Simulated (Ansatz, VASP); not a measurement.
One calculation of AlN, two programs

INCAR

```
PREC = Accurate
ENCUT = 520
EDIFF = 1E-6
ISMEAR = 0
SIGMA = 0.05
LREAL = F
LASPH = T
NELM = 80
ALGO = Normal
ISIF = 2
LWAVE = F
LCHARG = T
GGA = PS
LELF = T
LVHAR = T
NBANDS = 26
```

The input KPOINTS:

```
Automatic mesh
0
Gamma
  8 8 3
```

POSCAR

```
AlN
1.0
   -3.1135599822      0.0000000000      0.0000000000
   -1.5567799911     -2.6964220408      0.0000000000
   -0.6486583296     -1.1235091837     11.9667009506
Al N
4 4
Direct
    0.3333333333      0.0194438626      0.7533347297
    0.3333333333      0.1929583542      0.3368999499
    0.6666666667      0.6130489333      0.1286825600
    0.6666666667      0.4395344417      0.5451173398
    0.3333333333      0.3001938209      0.0795348299
    0.3333333333      0.1266793293      0.4959696097
    0.6666666667      0.5467699084      0.2877522198
    0.6666666667      0.3732554168      0.7041869996
```

Input for Ansatz:

```yaml
crystal:
  lattice:
    - [-3.1135599822, 0.0, 0.0]
    - [-1.5567799911, -2.6964220408, 0.0]
    - [-0.6486583296, -1.1235091837, 11.9667009506]
  atoms:
    - { symbol: Al, position: [0.3333333333, 0.0194438626, 0.7533347297] }
    - { symbol: Al, position: [0.3333333333, 0.1929583542, 0.3368999499] }
    - { symbol: Al, position: [0.6666666667, 0.6130489333, 0.12868256] }
    - { symbol: Al, position: [0.6666666667, 0.4395344417, 0.5451173398] }
    - { symbol: "N", position: [0.3333333333, 0.3001938209, 0.0795348299] }
    - { symbol: "N", position: [0.3333333333, 0.1266793293, 0.4959696097] }
    - { symbol: "N", position: [0.6666666667, 0.5467699084, 0.2877522198] }
    - { symbol: "N", position: [0.6666666667, 0.3732554168, 0.7041869996] }
basis:
  ecutwfc: 520.0
kpoints:
  mp_grid: { grid: [8, 8, 3] }
hamiltonian:
  xc: pbesol
  pseudopotentials: { kind: paw, azcp: { folder: soft_1 } }
scf:
  occupations: { method: gaussian, width: 0.05 }
output:
  forces: true
  stress: true
  eigenvalues: true
```

Alike in both runs: task single point; functional PBEsol; k mesh 8 × 8 × 3; occupations gaussian, width 0.05 eV; no spin polarisation.

```csv
,VASP,Ansatz
version,VASP 6.6.1,Ansatz 0.2.0
potentials or method,"VASP PAW PBE potentials, release 64 (Al, N), cutoff 520 eV","scalar-relativistic, plane waves, PAW"
valence electrons in the cell,32,32
```

Ansatz gave:

```
gap on the k mesh at the Fermi level (eV)                     : none
pressure (GPa)                                                : -2.3
traceless stress, the component that is largest in VASP (GPa) : -1.81
rms of the force components (eV/Å)                            : 0.826
```

Problem. Estimate VASP's values.

Solution. gap on the k mesh at the Fermi level (eV): none; pressure (GPa): -2.3; traceless stress, the component that is largest in VASP (GPa): -1.94; rms of the force components (eV/Å): 0.823.

VASP's potentials were made for PBE, not for PBEsol, and Ansatz warns of the same on its side. Atom by atom the forces differ by 0.005 eV/Å (rms over components). A gap of «none» marks a metal or a gap that the smearing closes.
